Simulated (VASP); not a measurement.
# Fe (Fd-3m) in VASP: a series of runs

Fe is run at these levels: LDA; tasks: relaxation of cell and atoms, single point.

All numbers are computed with VASP 6.6.1; they aren't measurements. Logs are shortened: lines on timing, memory, paths and dates and some standing lists are left out, and cuts for length are marked.

**1. The cell of the first run**

The structure is cubic, space group Fd-3m (No. 227). Conventional cell: a = 5.029 Å, b = 5.029 Å, c = 5.029 Å, α = 90.00°, β = 90.00°, γ = 90.00°. Within 2.9 Å of Fe (site symmetry -43m) lie 4 Fe at 2.18 Å.

This isn't the form of Fe at room conditions, which is bcc.

**2. Relaxation of cell and atoms, LDA**

Input file INCAR:

```
SYSTEM = Fe
ALGO = Normal ; EDIFF = 1E-7
EDIFFG = -0.01 ; ENCUT = 600
GGA_COMPAT = .FALSE. ; IBRION = 2
ISIF = 3 ; ISMEAR = -1
LASPH = .TRUE. ; LCHARG = .FALSE.
LREAL = .FALSE. ; LWAVE = .FALSE.
NELM = 120 ; NELMIN = 4
NSW = 80 ; PREC = Accurate
SIGMA = 0.1
```

Input file KPOINTS:

```
k-points
0
G
  11 11 11
  0 0 0
```

Input file POSCAR:

```
Fe
1.0
    0.0000000000      2.5145090540      2.5145090540
    2.5145090540      0.0000000000      2.5145090540
    2.5145090540      2.5145090540      0.0000000000
Fe
2
Direct
    0.1250000000      0.1250000000      0.1250000000
    0.8750000000      0.8750000000      0.8750000000
```

Potentials or basis: VASP PAW LDA potentials, release 64 (Fe_sv).

Run with:

```bash
cat potpaw_LDA.64/Fe_sv/POTCAR > POTCAR
mpirun -np 1 vasp_std > vasp.out
```

OUTCAR:

```text
SYSTEM = Fe
   EDIFF = 1E-7
   EDIFFG = -0.01
   ENCUT = 600
   IBRION = 2
   ISIF = 3
   ISMEAR = -1
   LASPH = .TRUE.
   LREAL = .FALSE.
   NELM = 120
   NELMIN = 4
   NSW = 80
   PREC = Accurate

 ion  position               nearest neighbor table
   1  0.125  0.125  0.125-   2 2.18   2 2.18   2 2.18   2 2.18
   2  0.875  0.875  0.875-   1 2.18   1 2.18   1 2.18   1 2.18

  LATTYP: Found a face centered cubic cell.
 ALAT       =     5.0290181080

  Lattice vectors:

 A1 = (   0.0000000000,   2.5145090540,   2.5145090540)
 A2 = (   2.5145090540,   0.0000000000,   2.5145090540)
 A3 = (   2.5145090540,   2.5145090540,   0.0000000000)

Analysis of symmetry for initial positions (statically):
=====================================================================
 Subroutine PRICEL returns:
 Original cell was already a primitive cell.

 Routine SETGRP: Setting up the symmetry group for a
 face centered cubic supercell.

 Subroutine GETGRP returns: Found 48 space group operations
 (whereof 12 operations were pure point group operations)
 out of a pool of 48 trial point group operations.

The static configuration has the point symmetry D_3d.
 The point group associated with its full space group is O_h .

Analysis of symmetry for dynamics (positions and initial velocities):
=====================================================================
 Subroutine PRICEL returns:
 Original cell was already a primitive cell.

 Routine SETGRP: Setting up the symmetry group for a
 face centered cubic supercell.

 Subroutine GETGRP returns: Found 48 space group operations
 (whereof 12 operations were pure point group operations)
 out of a pool of 48 trial point group operations.

The dynamic configuration has the point symmetry D_3d.
 The point group associated with its full space group is O_h .

 Subroutine INISYM returns: Found 48 space group operations
 (whereof 12 operations are pure point group operations),
 and found     1 'primitive' translations

----------------------------------------------------------------------------------------

                                     Primitive cell

  volume of cell :      31.7973

  direct lattice vectors                    reciprocal lattice vectors
     0.000000000  2.514509054  2.514509054    -0.198845973  0.198845973  0.198845973
     2.514509054  0.000000000  2.514509054     0.198845973 -0.198845973  0.198845973
     2.514509054  2.514509054  0.000000000     0.198845973  0.198845973 -0.198845973

  length of vectors
     3.556052807  3.556052807  3.556052807     0.344411328  0.344411328  0.344411328

  position of ions in fractional coordinates (direct lattice)
     0.125000000  0.125000000  0.125000000
     0.875000000  0.875000000  0.875000000

  ion indices of the primitive-cell ions
   primitive index   ion index
                 1           1
                 2           2

----------------------------------------------------------------------------------------

 KPOINTS: k-points

Automatic generation of k-mesh.
 Grid dimensions read from file:
 generate k-points for:   11   11   11

 Generating k-lattice:

  Cartesian coordinates                     Fractional coordinates (reciprocal lattice)
    -0.018076907  0.018076907  0.018076907     0.090909091  0.000000000  0.000000000
     0.018076907 -0.018076907  0.018076907     0.000000000  0.090909091  0.000000000
     0.018076907  0.018076907 -0.018076907     0.000000000  0.000000000  0.090909091

  Length of vectors
     0.031310121  0.031310121  0.031310121

  Shift w.r.t. Gamma in fractional coordinates (k-lattice)
     0.000000000  0.000000000  0.000000000

 Subroutine IBZKPT returns following result:
 ===========================================

 Found     56 irreducible k-points:

 Following reciprocal coordinates:
            Coordinates               Weight
  0.000000  0.000000  0.000000      1.000000
  0.090909  0.000000  0.000000      8.000000
  0.181818  0.000000  0.000000      8.000000
  0.272727  0.000000  0.000000      8.000000
  0.363636  0.000000  0.000000      8.000000
  0.454545  0.000000  0.000000      8.000000
[... 16 lines left out ...]
 -0.272727  0.181818  0.000000     24.000000
 -0.181818  0.181818  0.000000     12.000000
 [... further k-points ...]
   k-points           NKPTS =     56   k-points in BZ     NKDIM =     56   number of bands    NBANDS=     20
   number of dos      NEDOS =    301   number of ions     NIONS =      2
   total plane-waves  NPLWV =  21952
   dimension x,y,z NGX =    28 NGY =   28 NGZ =   28
   dimension x,y,z NGXF=    56 NGYF=   56 NGZF=   56
   ions per type =               2
   NGX,Y,Z   is equivalent  to a cutoff of  13.09, 13.09, 13.09 a.u.
   NGXF,Y,Z  is equivalent  to a cutoff of  26.18, 26.18, 26.18 a.u.
 SYSTEM =  Fe
   PREC   = accura    normal or accurate (medium, high low for compatibility)
   ISTART =      0    job   : 0-new  1-cont  2-samecut
   ICHARG =      2    charge: 1-file 2-atom 10-const
   ISPIN  =      1    spin polarized calculation?
   LNONCOLLINEAR =      F non collinear calculations
   LSORBIT =      F    spin-orbit coupling
   LASPH  =      T    aspherical Exc in radial PAW
   ENCUT  =  600.0 eV  44.10 Ry    6.64 a.u.   7.10  7.10  7.10*2*pi/ulx,y,z
   NELM   =    120;   NELMIN=  4; NELMDL= -5     # of ELM steps
   EDIFF  = 0.1E-06   stopping-criterion for ELM
   LREAL  =      F    real-space projection
   EDIFFG = -.1E-01   stopping-criterion for IOM
   NSW    =     80    number of steps for IOM
   IBRION =      2    ionic relax: 0-MD 1-quasi-New 2-CG
   NFREE  =      1    steps in history (QN), initial steepest desc. (CG)
   ISIF   =      3    stress and relaxation
   ISYM   =      2    0-nonsym 1-usesym 2-fastsym
   POTIM  = 0.5000    time-step for ionic-motion
   TEBEG  =    0.0;   TEEND  =   0.0 temperature during run
   PSTRESS=    0.0 pullay stress
   NELECT =      32.0000    total number of electrons
   NUPDOWN=      -1.0000    fix difference up-down
   EMIN   =  10.00;   EMAX   =-10.00  energy-range for DOS
   EFERMI =   0.00;   METHOD = LEGACY
   ISMEAR =    -1;   SIGMA  =   0.10  broadening in eV -4-tet -1-fermi 0-gaus
   EFERMI_NEDOS =   21; number of points for ismear=-14 and -15
   IALGO  =     38    algorithm
   IMIX   =      4    mixing-type and parameters
     AMIX     =   0.40;   BMIX     =  1.00
     AMIX_MAG =   1.60;   BMIX_MAG =  1.00
  volume/ion in A,a.u.               =      15.90       107.29
  Fermi-wavevector in a.u.,A,eV,Ry     =   1.640571  3.100229 36.619703  2.691472
  Thomas-Fermi vector in A             =   2.731187
   LORBIT       =      0    0 simple, 1 ext, 2 COOP (PROOUT), +10 PAW based schemes
   GGA     = CA    functional components
   LHFCALC =     F    Hartree Fock is set to
   AEXX    =    0.0000 exact exchange contribution
   IVDW    =     0    specifies the selected vdW correction
   LEPSILON=     F    determine dielectric tensor
   LRPA    =     F    only Hartree local field effects (RPA)
 conjugate gradient relaxation of ions
 non-spin polarized calculation
  energy-cutoff  :      600.00
  volume of cell :       31.80
 maximum number of plane-waves:      1071
   NGX = 15   NGY = 15   NGZ = 15

--------------------------------------- Ionic step        1  -------------------------------------------

 number of electron      32.0000027 magnetization

 Free energy of the ion-electron system (eV)
  ---------------------------------------------------
  ext. energy  EPLUGINS =         0.00000000
  ---------------------------------------------------
  free energy    TOTEN  =       -15.99780647 eV

  energy without entropy =      -15.90421684  energy(sigma->0) =      -15.95101166

------------------------ aborting loop because EDIFF is reached ----------------------------------------

  FORCE on cell =-STRESS in cart. coord.  units (eV):
  Direction    XX          YY          ZZ          XY          YZ          ZX
  --------------------------------------------------------------------------------------
  -------------------------------------------------------------------------------------
  Total       -4.7215048     -4.7215048     -4.7215048      0.0000000      0.0000000      0.0000000
  in kB     -237.9038179   -237.9038179   -237.9038179      0.0000000      0.0000000      0.0000000
  external PRESSURE =    -237.9038179 kB  Pullay stress =       0.0000000 kB
[... 21 lines left out ...]
  energy  without entropy=      -15.9042168403  energy(sigma->0) =      -15.95101166

--------------------------------------- Ionic step        2  -------------------------------------------

 number of electron      32.0000027 magnetization

 E-fermi :  12.1951     XC(G=0): -13.9204

 val. band max:       12.1881909286   @ k =   0.4545   0.3636   0.0909
 cond. band min:      12.1955278311   @ k =   0.2727   0.1818   0.0000
 fundamental gap:      0.0073369025
 Fermi energy:        12.1951431687

 k-point     1 :       0.0000    0.0000    0.0000
  band No.  band energies     occupation
      1     -74.5639      2.00000
      2     -73.5434      2.00000
      3     -41.3560      2.00000
      4     -41.3560      2.00000
      5     -41.3560      2.00000
      6     -40.1317      2.00000
[... 12 lines left out ...]
     19      14.0431      0.00000
[... 513 lines left out ...]
      4     -41.4455      2.00000
      5     -41.2732      2.00000
      6     -40.2172      2.00000
[... 12 lines left out ...]
     19      14.2805      0.00000
     20      21.3961      0.00000

 [... further k-points ...]
[... 5 lines left out ...]
  --------------------------------------------------------------------------------------
  -------------------------------------------------------------------------------------
  Total        7.8046149      7.8046149      7.8046149      0.0000000      0.0000000     -0.0000000
  in kB      565.2076298    565.2076298    565.2076298      0.0000000      0.0000000     -0.0000000
  external PRESSURE =     565.2076298 kB  Pullay stress =       0.0000000 kB
[... 165 lines left out ...]
  energy  without entropy=      -16.3610745592  energy(sigma->0) =      -16.39917852

--------------------------------------- Ionic step        7  -------------------------------------------

 number of electron      32.0000018 magnetization

 Free energy of the ion-electron system (eV)
  ---------------------------------------------------
  ext. energy  EPLUGINS =         0.00000000
  ---------------------------------------------------
  free energy    TOTEN  =       -16.43742179 eV

  energy without entropy =      -16.36148293  energy(sigma->0) =      -16.39945236

 E-fermi :   9.2134     XC(G=0): -12.7897

 val. band max:        9.2119939759   @ k =   0.4545   0.0909   0.0000
 cond. band min:       9.2194165518   @ k =   0.4545   0.3636   0.0909
 fundamental gap:      0.0074225758
 Fermi energy:         9.2134396975

 k-point     1 :       0.0000    0.0000    0.0000
  band No.  band energies     occupation
      1     -77.0758      2.00000
      2     -76.5331      2.00000
      3     -43.8232      2.00000
      4     -43.8232      2.00000
      5     -43.8232      2.00000
      6     -43.0706      2.00000
[... 12 lines left out ...]
     19      10.6194      0.00000
[... 513 lines left out ...]
      4     -43.8741      2.00000
      5     -43.7688      2.00000
      6     -43.1304      2.00000
[... 12 lines left out ...]
     19      10.7983      0.00000
     20      17.0353      0.00000

 [... further k-points ...]
[... 5 lines left out ...]
  --------------------------------------------------------------------------------------
  -------------------------------------------------------------------------------------
  Total        0.0061728      0.0061728      0.0061728      0.0000000      0.0000000     -0.0000000
  in kB        0.3698025      0.3698025      0.3698025      0.0000000      0.0000000     -0.0000000
  external PRESSURE =       0.3698025 kB  Pullay stress =       0.0000000 kB
[... 17 lines left out ...]
  FREE ENERGIE OF THE ION-ELECTRON SYSTEM (eV)
  ---------------------------------------------------
  free  energy   TOTEN  =       -16.4374217887 eV

  energy  without entropy=      -16.3614829336  energy(sigma->0) =      -16.39945236

 reached required accuracy - stopping structural energy minimisation
```

Run time: 1.9 min. Hardware: 1 thread of AMD EPYC 9R45 (Zen 5), shared host; peak memory 0.13 GiB.

Results:

```
Free energy                           : -16.4374 eV
Relaxed volume                        : 13.37 Å³/atom
Relaxed cell                          : a = 3.357 Å, b = 3.357 Å, c = 3.357 Å, α = 60.00°, β = 60.00°, γ = 60.00°
Space group after relaxing (to 0.1 Å) : Fd-3m (No. 227)
Energy gained by relaxing             : 219.8 meV/atom
Ionic steps                           : 7
Pressure after relaxing               : 0.0 GPa
Band gap on the k mesh                : zero (bands 16 and 17 overlap by 0.74 eV)
```

Step by step:
```
step  energy change (eV)  largest force (eV/Å)  pressure (GPa)  volume (Å³)
   1              0.0000                0.0000          -23.79        31.80
   2              0.2531                0.0000           56.52        22.12
   3             -0.4388                0.0000           -1.43        26.93
   4             -0.4396                0.0000           -0.23        26.78
   5             -0.4395                0.0000            0.47        26.69
   6             -0.4395                0.0000           -0.56        26.82
   7             -0.4396                0.0000            0.04        26.74
```

Final structure:
```cif
data_structure
_symmetry_space_group_name_H-M 'P 1'
_symmetry_Int_Tables_number 1
_cell_length_a 3.3567
_cell_length_b 3.3567
_cell_length_c 3.3567
_cell_angle_alpha 60.000
_cell_angle_beta 60.000
_cell_angle_gamma 60.000
_cell_volume 26.74
loop_
_atom_site_label
_atom_site_type_symbol
_atom_site_fract_x
_atom_site_fract_y
_atom_site_fract_z
_atom_site_occupancy
Fe1 Fe 0.12500 0.12500 0.12500 1
Fe2 Fe 0.87500 0.87500 0.87500 1
```

Caveat: the volume moved by over 15 % at a fixed basis, so the end points are rough; the run has no spin polarisation, though such a crystal can be magnetic.

**3. Single point, LDA, collinear spin, antiferromagnetic start**

This run uses another cell than the first one, of 13.43 Å³/atom.

Input file INCAR:

```
PREC     = Accurate       # precision mode
ENCUT    = 520            # plane-wave cutoff, eV
EDIFF    = 1E-6           # SCF threshold, eV
ISMEAR   = -1             # smearing method
SIGMA    = 0.05           # smearing width, eV
LREAL    = F              # projectors in reciprocal space
LASPH    = T              # aspherical terms in the spheres
NELM     = 150            # most SCF steps
ALGO     = Normal         # electronic algorithm
ISIF     = 2              # what is computed and relaxed
LWAVE    = F              # write WAVECAR
LCHARG   = F              # write CHGCAR
ISPIN    = 2              # spin polarisation
MAGMOM   = 2.5 -2.5       # initial moments
LORBIT   = 11             # projections on sites
LMAXMIX  = 4              # l up to which the mixer works
NBANDS   = 19             # bands
```

Input file KPOINTS:

```
Automatic mesh
0
Gamma
  11 11 11
```

Input file POSCAR:

```
Fe
1.0
    0.0000000000      2.3772071574      2.3772071574
    2.3772071574      0.0000000000      2.3772071574
    2.3772071574      2.3772071574      0.0000000000
Fe
2
Direct
    0.1250000000      0.1250000000      0.1250000000
    0.8750000000      0.8750000000      0.8750000000
```

Potentials or basis: VASP PAW LDA potentials, release 64 (Fe).

Run with:

```bash
cat potpaw_LDA.64/Fe/POTCAR > POTCAR
mpirun -np 1 vasp_std > vasp.out
```

Run time: 28 s. Hardware: 1 thread of Intel Xeon 6975P-C (Granite Rapids), shared host; peak memory 0.17 GiB.

Results (log left out):

```yaml
Free_energy: -16.2888 eV
Pressure: -2.2 GPa
Band_gap_on_the_k_mesh: zero (filled and empty bands overlap)
Net_moment: 0.00 μB per cell
Valence_electrons_inside_the_program's_atomic_spheres: Fe 7.64
```

Levels at points of the mesh, in eV from the Fermi level:
Spin up:
| k point | band 4 | band 5 | band 6 | band 7 | band 8 | band 9 | band 10 | band 11 | band 12 | band 13 |
| --- | --- | --- | --- | --- | --- | --- | --- | --- | --- | --- |
| (0.00, 0.00, 0.00) | -2.65 | -2.65 | -2.65 | -0.44 | -0.44 | -0.44 | 1.39 | 1.39 | 15.07 | 15.07 |
Spin down:
| k point | band 4 | band 5 | band 6 | band 7 | band 8 | band 9 | band 10 | band 11 | band 12 | band 13 |
| --- | --- | --- | --- | --- | --- | --- | --- | --- | --- | --- |
| (0.00, 0.00, 0.00) | -2.65 | -2.65 | -2.65 | -0.44 | -0.44 | -0.44 | 1.39 | 1.39 | 15.07 | 15.07 |

**4. Single point, LDA, collinear spin, antiferromagnetic start (11.82 Å³/atom)**

This run uses another cell than the first one, of 11.82 Å³/atom.

Input file INCAR:

```
ALGO = Normal
EDIFF = 1E-7
ENCUT = 520
ISIF = 2
ISMEAR = -1
ISPIN = 2
LASPH = T
LCHARG = F
LMAXMIX = 4
LORBIT = 11
LREAL = F
LWAVE = F
MAGMOM = 2.5 -2.5
NBANDS = 19
NELM = 150
PREC = Accurate
SIGMA = 0.05
```

Input file KPOINTS:

```
k-points
0
Gamma
  13 13 13
```

Input file POSCAR:

```
Fe
1.0
    0.0000000000      2.2780395157      2.2780395157
    2.2780395157      0.0000000000      2.2780395157
    2.2780395157      2.2780395157      0.0000000000
Fe
2
Direct
    0.1250000000      0.1250000000      0.1250000000
    0.8750000000      0.8750000000      0.8750000000
```

Run with:

```bash
cat potpaw_LDA.64/Fe/POTCAR > POTCAR
mpirun -np 1 vasp_std > vasp.out
```

Wall time 24 s (1 thread of Intel Xeon 6975P-C (Granite Rapids), shared host); peak memory 0.17 GiB.

It converged, with:

- Free energy: -16.0679 eV
- Pressure: 27.3 GPa
- Band gap on the k mesh: zero (filled and empty bands overlap)
- Net moment: 0.00 μB per cell
- Valence electrons inside the program's atomic spheres: Fe 7.94

Levels at points of the mesh, in eV from the Fermi level:
Spin up:
| k point | band 4 | band 5 | band 6 | band 7 | band 8 | band 9 | band 10 | band 11 | band 12 | band 13 |
| --- | --- | --- | --- | --- | --- | --- | --- | --- | --- | --- |
| (0.00, 0.00, 0.00) | -3.04 | -3.04 | -3.04 | -0.51 | -0.51 | -0.51 | 1.68 | 1.68 | 16.34 | 16.34 |
Spin down:
```csv
k point,band 5,band 6,band 7,band 8,band 9,band 10,band 11,band 12
"(0.00, 0.00, 0.00)",-3.04,-3.04,-0.51,-0.51,-0.51,1.68,1.68,16.34
```

Caveat: atoms lie so close that the PAW spheres overlap strongly, which falsifies energies and pressures; the cell stands under pressure.

[end of part 1 of 2]
